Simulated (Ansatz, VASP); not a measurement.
AlN: VASP beside Ansatz

```
Al N
1.0
     2.20159   -2.20159    0.00000
     2.20159    0.00000   -2.20159
     9.90714    8.43942    8.07249
Al N
6 6
Direct
  0.93403 0.86807 0.39580
  0.29514 0.25696 0.22913
  0.57292 0.47918 0.56247
  0.85070 0.70140 0.89580
  0.21181 0.09029 0.72913
  0.65626 0.64584 0.06247
  0.59376 0.52084 0.43747
  0.95487 0.90973 0.27080
  0.23264 0.13196 0.60413
  0.51042 0.35418 0.93747
  0.87153 0.74307 0.77080
  0.31598 0.29862 0.10413
```

Alike in both runs: task single point; functional PBE; k mesh 8 × 8 × 2; occupations gaussian, width 0.05 eV; no spin polarisation.

|  | VASP | Ansatz |
| --- | --- | --- |
| version | VASP 6.6.1 | Ansatz 0.2.0 |
| potentials or method | VASP PAW PBE potentials, release 64 (Al, N), cutoff 520 eV | scalar-relativistic, plane waves, PAW |
| valence electrons in the cell | 48 | 48 |

|  | VASP | Ansatz | Ansatz less VASP |
| --- | --- | --- | --- |
| gap on the k mesh at the Fermi level (eV) | 2.64 | 2.65 | +0.009 |
| least direct gap on the mesh (eV) | 2.76 | 2.76 | +0.009 |
| pressure (GPa) | -0.5 | -0.2 | +0.25 |
| traceless stress, the component that is largest in VASP (GPa) | 4.73 | 4.73 | -0.002 |
| rms of the force components (eV/Å) | 0.391 | 0.392 | +0.0004 |

Atom by atom the forces differ by 0.003 eV/Å (rms over components).
